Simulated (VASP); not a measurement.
Wanted: the native input for a VASP 6.6.1 run.

```
Task                   : single point
Functional             : PBE
Potentials or basis    : VASP PAW PBE potentials, release 64 (Rb_sv, Mg, Zn)
Cutoff                 : 520 eV
k mesh                 : 8 × 8 × 8
Occupations            : gaussian, width 0.1 eV
Spin                   : no spin polarisation
Dipole correction      : no
Further INCAR settings : ALGO = Normal; EDIFF = 1e-06; NBANDS = 22
```

The structure of RbMg3Zn lies in POSCAR:

```
RbMg3Zn
1.0
    5.3270752142      0.0000000000      0.0000000000
    0.0000000000      5.3270752142      0.0000000000
    0.0000000000      0.0000000000      5.3270752142
Rb Mg Zn
1 3 1
Direct
    0.5000000000      0.5000000000      0.5000000000
    0.0000000000      0.5000000000      0.0000000000
    0.0000000000      0.0000000000      0.5000000000
    0.5000000000      0.0000000000      0.0000000000
    0.0000000000      0.0000000000      0.0000000000
```

The cell was built from a structure type or drawn by symmetry, and may not be a known phase.

These files were run (other wordings do the same):

INCAR

```
SYSTEM = RbMg3Zn
ALGO = Normal
EDIFF = 1E-6
ENCUT = 520
GGA = PE
ISIF = 2
ISMEAR = 0
LASPH = .TRUE.
LCHARG = .FALSE.
LREAL = .FALSE.
LWAVE = .FALSE.
NBANDS = 22
NELM = 100
PREC = Accurate
SIGMA = 0.1
```

KPOINTS

```
k-points
0
G
  8 8 8
  0 0 0
```

Potentials or basis: VASP PAW PBE potentials, release 64 (Rb_sv, Mg, Zn).

Launch:

```console
$ cat potpaw_PBE.64/Rb_sv/POTCAR potpaw_PBE.64/Mg/POTCAR potpaw_PBE.64/Zn/POTCAR > POTCAR
$ mpirun -np 1 vasp_std > vasp.out
```

Results of the run:

```
Pressure               : 0.0 GPa
Band gap on the k mesh : zero (an odd number of electrons rules out a gap without spin polarisation)
```

It took 95 s on 1 thread of Intel(R) Xeon(R) 6975P-C (Granite Rapids), with other jobs on the host, peak memory 0.32 GiB.
